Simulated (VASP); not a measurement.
Wanted: the native input for a VASP 6.6.1 run.

```
Task                   : single point
Functional             : r2SCAN
Potentials or basis    : VASP PAW PBE potentials, release 64 (Gd, N)
Cutoff                 : 520 eV
k mesh                 : 8 × 8 × 8
Occupations            : gaussian, width 0.05 eV
Spin                   : collinear spin, ferromagnetic start
Starting moments       : [7.63, 0.0] μB
Hubbard terms          : Gd f U = 4.0 eV
Dipole correction      : no
Further INCAR settings : ALGO = Normal; EDIFF = 1e-06; NBANDS = 22
```

The system is GdN.

```xyz
2
Lattice="0.0000 2.4995 2.4995 2.4995 0.0000 2.4995 2.4995 2.4995 0.0000" Properties=species:S:1:pos:R:3 pbc="T T T"
Gd    2.4995    2.4995    2.4995
N     0.0000    0.0000    0.0000
```

The input as run:

POSCAR

```
GdN
1.0
    0.0000000000      2.4994985661      2.4994985661
    2.4994985661      0.0000000000      2.4994985661
    2.4994985661      2.4994985661      0.0000000000
Gd N
1 1
Direct
    0.5000000000      0.5000000000      0.5000000000
    0.0000000000      0.0000000000      0.0000000000
```

INCAR.step1

```
SYSTEM = GdN
PREC = Accurate
ENCUT = 520
ISMEAR = 0
SIGMA = 0.05
LREAL = .False.
LASPH = .True.
NELM = 150
ISPIN = 2
MAGMOM = 7.63 0
LMAXMIX = 6
LDAU = .True.
LDAUTYPE = 2
LDAUL = 3 -1
LDAUU = 4 0
LDAUJ = 0 0
NBANDS = 22
GGA = PE
ALGO = Normal
EDIFF = 1E-4
LWAVE = .True.
LCHARG = .False.
```

INCAR.step2

```
SYSTEM = GdN
PREC = Accurate
ENCUT = 520
EDIFF = 1E-6
ISMEAR = 0
SIGMA = 0.05
LREAL = .False.
LASPH = .True.
NELM = 150
ALGO = Normal
ISIF = 2
LWAVE = .False.
LCHARG = .False.
ISPIN = 2
MAGMOM = 7.63 0
LORBIT = 11
LMAXMIX = 6
LDAU = .True.
LDAUTYPE = 2
LDAUL = 3 -1
LDAUU = 4 0
LDAUJ = 0 0
LDAUPRINT = 1
METAGGA = R2SCAN
LMIXTAU = .True.
NBANDS = 22
ISTART = 1
```

KPOINTS

```
regular mesh
0
Gamma
  8 8 8
  0 0 0
```

Potentials or basis: VASP PAW PBE potentials, release 64 (Gd, N).

Run with:

```bash
$ cat potpaw_PBE.64/Gd/POTCAR potpaw_PBE.64/N/POTCAR > POTCAR
$ cp INCAR.step1 INCAR
$ mpirun -np 1 vasp_std > vasp.out
$ cp INCAR.step2 INCAR
$ mpirun -np 1 vasp_std > vasp.out
```

It gave:

| Quantity | Value |
| --- | --- |
| Pressure | -1.1 GPa |
| Band gap on the k mesh | zero (filled and empty bands overlap) |
| Net moment | 7.00 μB per cell |
| Site moments | Gd +6.83; N -0.14 μB |
| Valence electrons inside the program's atomic spheres | Gd 15.22; N 3.67 |

Caveat: the PAW data sets were made with another functional, which shifts forces and pressure a little; spin-orbit coupling is left out, which moves the levels of the heavy elements; a cell with one magnetic atom can't hold antiferromagnetic order, which such compounds often take.

It took 120 s on 1 thread of AMD EPYC 9R45 96-Core Processor (Zen 5) (shared host), peak memory 0.18 GiB.
